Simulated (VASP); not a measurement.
# InP (Fm-3m) in VASP: relaxation of cell and atoms with PBEsol

Aim: the relaxation of cell and atoms of InP with PBEsol.

All numbers are computed with VASP 6.6.1; they aren't measurements. Logs are shortened: lines on timing, memory, paths and dates and some standing lists are left out, and cuts for length are marked.

## Step 1: The cell of the first run

Symmetry: Fm-3m, No. 225, cubic system. The conventional cell has a = 5.459 Å, b = 5.459 Å, c = 5.459 Å, α = 90.00°, β = 90.00°, γ = 90.00°. In (site symmetry m-3m) has 6 P at 2.73 Å within 3.6 Å. P (site symmetry m-3m) has 6 In at 2.73 Å within 3.6 Å.

## Step 2: Relaxation of cell and atoms, PBEsol

INCAR reads:

```
SYSTEM = InP
PREC     = Accurate       ! precision mode
ENCUT    = 600            ! plane-wave cutoff, eV
EDIFF    = 1E-6           ! SCF threshold, eV
ISMEAR   = -1             ! smearing method
SIGMA    = 0.15           ! smearing width, eV
LREAL    = .FALSE.        ! projectors in reciprocal space
LASPH    = .TRUE.         ! aspherical terms in the spheres
NELM     = 80             ! most SCF steps
ALGO     = Normal         ! electronic algorithm
ISIF     = 3              ! what is computed and relaxed
LWAVE    = .FALSE.        ! write WAVECAR
LCHARG   = .FALSE.        ! write CHGCAR
GGA      = PS             ! functional
IBRION   = 2              ! ionic algorithm
NSW      = 80             ! ionic steps
EDIFFG   = -0.001         ! ionic threshold
```

KPOINTS reads:

```
regular mesh
0
G
  14 14 14
  0 0 0
```

POSCAR reads:

```
InP
1.0
    0.0000000000      2.7295669614      2.7295669614
    2.7295669614      0.0000000000      2.7295669614
    2.7295669614      2.7295669614      0.0000000000
In P
1 1
Direct
    0.0000000000      0.0000000000      0.0000000000
    0.5000000000      0.5000000000      0.5000000000
```

Potentials or basis: VASP PAW PBE potentials, release 64 (In_d, P).

Started as:

```
$ cat potpaw_PBE.64/In_d/POTCAR potpaw_PBE.64/P/POTCAR > POTCAR
$ mpirun -np 1 vasp_std > vasp.out
```

OUTCAR:

```text
SYSTEM = InP
   PREC = Accurate
   ENCUT = 600
   EDIFF = 1E-6
   ISMEAR = -1
   LREAL = .FALSE.
   LASPH = .TRUE.
   NELM = 80
   ISIF = 3
   GGA = PS
   IBRION = 2
   NSW = 80
   EDIFFG = -0.001

 ion  position               nearest neighbor table
   1  0.000  0.000  0.000-   2 2.73   2 2.73   2 2.73   2 2.73   2 2.73   2 2.73
   2  0.500  0.500  0.500-   1 2.73   1 2.73   1 2.73   1 2.73   1 2.73   1 2.73

  LATTYP: Found a face centered cubic cell.
 ALAT       =     5.4591339228

  Lattice vectors:

 A1 = (   0.0000000000,   2.7295669614,   2.7295669614)
 A2 = (   2.7295669614,   0.0000000000,   2.7295669614)
 A3 = (   2.7295669614,   2.7295669614,   0.0000000000)

Analysis of symmetry for initial positions (statically):
=====================================================================
 Subroutine PRICEL returns:
 Original cell was already a primitive cell.

 Routine SETGRP: Setting up the symmetry group for a
 face centered cubic supercell.

 Subroutine GETGRP returns: Found 48 space group operations
 (whereof 48 operations were pure point group operations)
 out of a pool of 48 trial point group operations.

The static configuration has the point symmetry O_h .

Analysis of symmetry for dynamics (positions and initial velocities):
=====================================================================
 Subroutine PRICEL returns:
 Original cell was already a primitive cell.

 Routine SETGRP: Setting up the symmetry group for a
 face centered cubic supercell.

 Subroutine GETGRP returns: Found 48 space group operations
 (whereof 48 operations were pure point group operations)
 out of a pool of 48 trial point group operations.

The dynamic configuration has the point symmetry O_h .

 Subroutine INISYM returns: Found 48 space group operations
 (whereof 48 operations are pure point group operations),
 and found     1 'primitive' translations

----------------------------------------------------------------------------------------

                                     Primitive cell

  volume of cell :      40.6735

  direct lattice vectors                    reciprocal lattice vectors
     0.000000000  2.729566961  2.729566961    -0.183179239  0.183179239  0.183179239
     2.729566961  0.000000000  2.729566961     0.183179239 -0.183179239  0.183179239
     2.729566961  2.729566961  0.000000000     0.183179239  0.183179239 -0.183179239

  length of vectors
     3.860190616  3.860190616  3.860190616     0.317275750  0.317275750  0.317275750

  position of ions in fractional coordinates (direct lattice)
     0.000000000  0.000000000  0.000000000
     0.500000000  0.500000000  0.500000000

[... 100 lines left out ...]
   LORBIT       =      0    0 simple, 1 ext, 2 COOP (PROOUT), +10 PAW based schemes
   GGA     = PS    functional components
   LHFCALC =     F    Hartree Fock is set to
   AEXX    =    0.0000 exact exchange contribution
   IVDW    =     0    specifies the selected vdW correction
   LEPSILON=     F    determine dielectric tensor
   LRPA    =     F    only Hartree local field effects (RPA)
 conjugate gradient relaxation of ions
 non-spin polarized calculation
  energy-cutoff  :      600.00
  volume of cell :       40.67
 maximum number of plane-waves:      1381
   NGX = 15   NGY = 15   NGZ = 15

--------------------------------------- Ionic step        1  -------------------------------------------

 number of electron      17.9999998 magnetization

 Free energy of the ion-electron system (eV)
  ---------------------------------------------------
  ext. energy  EPLUGINS =         0.00000000
  ---------------------------------------------------
  free energy    TOTEN  =        -8.83093995 eV

  energy without entropy =       -8.76338356  energy(sigma->0) =       -8.79716176

------------------------ aborting loop because EDIFF is reached ----------------------------------------

  FORCE on cell =-STRESS in cart. coord.  units (eV):
  Direction    XX          YY          ZZ          XY          YZ          ZX
  --------------------------------------------------------------------------------------
  -------------------------------------------------------------------------------------
  Total        0.0537414      0.0537414      0.0537414      0.0000000     -0.0000000      0.0000000
  in kB        2.1169400      2.1169400      2.1169400      0.0000000     -0.0000000      0.0000000
  external PRESSURE =       2.1169400 kB  Pullay stress =       0.0000000 kB
[... 59 lines left out ...]
--------------------------------------- Ionic step        3  -------------------------------------------

 number of electron      17.9999997 magnetization

 Free energy of the ion-electron system (eV)
  ---------------------------------------------------
  ext. energy  EPLUGINS =         0.00000000
  ---------------------------------------------------
  free energy    TOTEN  =        -8.83101311 eV

  energy without entropy =       -8.76325400  energy(sigma->0) =       -8.79713356

 E-fermi :   7.4588     XC(G=0): -10.7372

 val. band max:        7.4536788446   @ k =   0.3571   0.0000   0.0000
 cond. band min:       7.4589272149   @ k =  -0.1429   0.0714   0.0000
 fundamental gap:      0.0052483703
 Fermi energy:         7.4587787576

 k-point     1 :       0.0000    0.0000    0.0000
  band No.  band energies     occupation
      1      -6.7540      2.00000
      2      -6.7540      2.00000
      3      -6.7297      2.00000
      4      -6.7297      2.00000
      5      -6.7297      2.00000
      6      -4.9078      2.00000
      7       7.1249      1.80513
      8       7.1249      1.80513
      9       7.1249      1.80513
     10       8.2302      0.01162
     11      14.5017      0.00000
     12      14.5017      0.00000
     13      14.5017      0.00000
[... 354 lines left out ...]
  band No.  band energies     occupation
      1      -6.8503      2.00000
      2      -6.7566      2.00000
      3      -6.7455      2.00000
      4      -6.6845      2.00000
      5      -6.6679      2.00000
      6      -3.9082      2.00000
      7       3.5976      2.00000
      8       6.3745      1.99855
      9       6.6959      1.98771
     10       9.7784      0.00000
     11      12.0195      0.00000
     12      13.0775      0.00000
     13      13.9422      0.00000

 [... further k-points ...]

------------------------ aborting loop because EDIFF is reached ----------------------------------------

  FORCE on cell =-STRESS in cart. coord.  units (eV):
  Direction    XX          YY          ZZ          XY          YZ          ZX
  --------------------------------------------------------------------------------------
  -------------------------------------------------------------------------------------
  Total        0.0009202      0.0009202      0.0009202      0.0000000     -0.0000000      0.0000000
  in kB        0.0361492      0.0361492      0.0361492      0.0000000     -0.0000000      0.0000000
  external PRESSURE =       0.0361492 kB  Pullay stress =       0.0000000 kB
[... 17 lines left out ...]
  FREE ENERGIE OF THE ION-ELECTRON SYSTEM (eV)
  ---------------------------------------------------
  free  energy   TOTEN  =        -8.8310131062 eV

  energy  without entropy=       -8.7632540041  energy(sigma->0) =       -8.79713356

 reached required accuracy - stopping structural energy minimisation
```

OSZICAR:

```text
N       E                     dE             d eps       ncg     rms          rms(c)
DAV:   1     0.114345678651E+03    0.11435E+03   -0.94871E+03  2724   0.182E+03
DAV:   2    -0.146546561091E+01   -0.11581E+03   -0.11235E+03  2819   0.360E+02
[... 19 lines left out ...]
   2 F= -.88309973E+01 E0= -.87970739E+01  d E =-.573824E-04
       N       E                     dE             d eps       ncg     rms          rms(c)
DAV:   1    -0.883123974002E+01   -0.24267E-03   -0.58630E-03  3619   0.168E+00    0.984E-02
DAV:   2    -0.883104457381E+01    0.19517E-03   -0.40893E-04  3599   0.514E-01    0.351E-02
DAV:   3    -0.883101277802E+01    0.31796E-04   -0.98931E-05  3659   0.233E-01    0.173E-02
DAV:   4    -0.883101310623E+01   -0.32821E-06   -0.36030E-06  2789   0.205E-02
   3 F= -.88310131E+01 E0= -.87971336E+01  d E =-.731532E-04
```

Wall time 38 s (1 thread of Intel Xeon 6975P-C (Granite Rapids), shared host); peak memory 0.23 GiB.

Results:

```
Free energy                            : -8.8310 eV
Relaxed volume                         : 20.39 Å³/atom
Relaxed cell                           : a = 3.864 Å, b = 3.864 Å, c = 3.864 Å, α = 60.00°, β = 60.00°, γ = 60.00°
Space group after relaxing (to 0.05 Å) : Fm-3m (No. 225)
Energy gained by relaxing              : 0.0 meV/atom
Ionic steps                            : 3
Pressure after relaxing                : 0.0 GPa
Band gap on the k mesh                 : zero (band 9 reaches 7.77 eV, above the bottom of band 10 at 4.94 eV)
```

Final structure:
```yaml
crystal:
  lattice:
    - [0.00000, 2.73201, 2.73201]
    - [2.73201, 0.00000, 2.73201]
    - [2.73201, 2.73201, 0.00000]
  atoms:
    - { symbol: In, position: [0.00000, 0.00000, 0.00000] }
    - { symbol: P, position: [0.50000, 0.50000, 0.50000] }
```

Caveat: the PAW data sets were made with another functional, which shifts forces and pressure a little; spin-orbit coupling is left out, which moves the levels of the heavy elements.
